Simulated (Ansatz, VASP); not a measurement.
# Ti2C: VASP beside Ansatz

Contents of INCAR:

```
SYSTEM = Ti2C
PREC     = Accurate       ! precision mode
ENCUT    = 520            ! plane-wave cutoff, eV
EDIFF    = 1E-6           ! SCF threshold, eV
ISMEAR   = 1              ! smearing method
SIGMA    = 0.05           ! smearing width, eV
LREAL    = .False.        ! projectors in reciprocal space
LASPH    = .True.         ! aspherical terms in the spheres
NELM     = 60             ! most SCF steps
ALGO     = Normal         ! electronic algorithm
ISIF     = 2              ! what is computed and relaxed
LWAVE    = .False.        ! write WAVECAR
LCHARG   = .False.        ! write CHGCAR
GGA      = CA             ! functional
NBANDS   = 21             ! bands
```

Contents of KPOINTS:

```
Automatic mesh
0
Gamma
  9 9 9
  0 0 0
```

File POSCAR:

```
Ti2C
1.0
    1.5406980000      0.8895230000      4.8137700000
   -1.5406980000      0.8895230000      4.8137700000
    0.0000000000     -1.7790450000      4.8137700000
Ti C
2 1
Direct
    0.2454980000      0.2454980000      0.2454980000
    0.7545020000      0.7545020000      0.7545020000
    0.5000000000      0.5000000000      0.5000000000
```

Input for Ansatz:

```yaml
crystal:
  lattice:
    - [1.540698, 0.889523, 4.81377]
    - [-1.540698, 0.889523, 4.81377]
    - [0.0, -1.779045, 4.81377]
  atoms:
    - { symbol: Ti, position: [0.245498, 0.245498, 0.245498] }
    - { symbol: Ti, position: [0.754502, 0.754502, 0.754502] }
    - { symbol: C, position: [0.5, 0.5, 0.5] }
kpoints:
  mp_grid:
    grid: [9, 9, 9]
hamiltonian:
  xc: lda
scf:
  occupations:
    method: cold
    width: 0.05
output:
  forces: true
  stress: true
```

Alike in both runs: task single point; functional LDA; k mesh 9 × 9 × 9; no spin polarisation.

```csv
,VASP,Ansatz
version,VASP 6.6.1,Ansatz 0.2.0
potentials or method,"VASP PAW LDA potentials, release 64 (Ti_sv, C)","plane waves, PAW"
plane-wave cutoff (eV),520,420
occupations,"methfessel-paxton of order 1, width 0.05 eV","cold, width 0.05 eV"
valence electrons in the cell,28,28
```

Ansatz gave:

| Item | Value |
| --- | --- |
| pressure (GPa) | -9.4 |
| traceless stress, the component that is largest in VASP (GPa) | 0.36 |
| rms of the force components (eV/Å) | 0.175 |

Q: Which values does VASP return?

A: Pressure (GPa): -8.9; traceless stress, the component that is largest in VASP (GPa): 0.28; rms of the force components (eV/Å): 0.154.

LDA's correlation is that of Perdew and Zunger in VASP and of Perdew and Wang (1992) in Ansatz. Atom by atom the forces differ by 0.021 eV/Å (rms over components).
